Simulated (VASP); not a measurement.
A run of VASP 6.6.1 is set up as follows.

Contents of INCAR:

```
SYSTEM = Be2Si
PREC = Accurate
ENCUT = 600
EDIFF = 1E-6
ISMEAR = 0
SIGMA = 0.1
LREAL = .False.
LASPH = .True.
NELM = 80
ALGO = Fast
ISIF = 3
LWAVE = .False.
LCHARG = .False.
GGA = PE
IBRION = 2
NSW = 100
EDIFFG = -0.01
```

Contents of KPOINTS:

```
regular mesh
0
Gamma
  18 18 18
  0 0 0
```

Contents of POSCAR:

```
Be2Si
1.0
   -1.8749308422      1.8749308422      2.6213478879
    1.8749308422     -1.8749308422      2.6213478879
    1.8749308422      1.8749308422     -2.6213478879
Be Si
2 1
Direct
    0.7500000000      0.2500000000      0.5000000000
    0.2500000000      0.7500000000      0.5000000000
    0.0000000000      0.0000000000      0.0000000000
```

Potentials or basis: VASP PAW PBE potentials, release 64 (Be, Si).

The run is started by

```bash
$ cat potpaw_PBE.64/Be/POTCAR potpaw_PBE.64/Si/POTCAR > POTCAR
$ mpirun -np 1 vasp_std > vasp.out
```

Problem. Predict the band gap on the k mesh.

Solution. Zero (bands 4 and 5 overlap by 0.76 eV).

Problem. Estimate the relaxed cell.

Solution. a = 3.737 Å, b = 3.737 Å, c = 3.737 Å, α = 120.00°, β = 120.00°, γ = 90.00°.

Problem. Predict the relaxed volume.

Solution. 12.30 Å³/atom.

Step by step:
```
step  energy change (eV)  largest force (eV/Å)  pressure (GPa)  volume (Å³)
   1              0.0000                0.0000            0.11        36.86
   2             -0.0002                0.0000           -0.01        36.90
   3             -0.0003                0.0000           -0.27        37.00
   4             -0.0004                0.0000           -0.16        36.96
   5             -0.0005                0.0000           -0.01        36.90
```
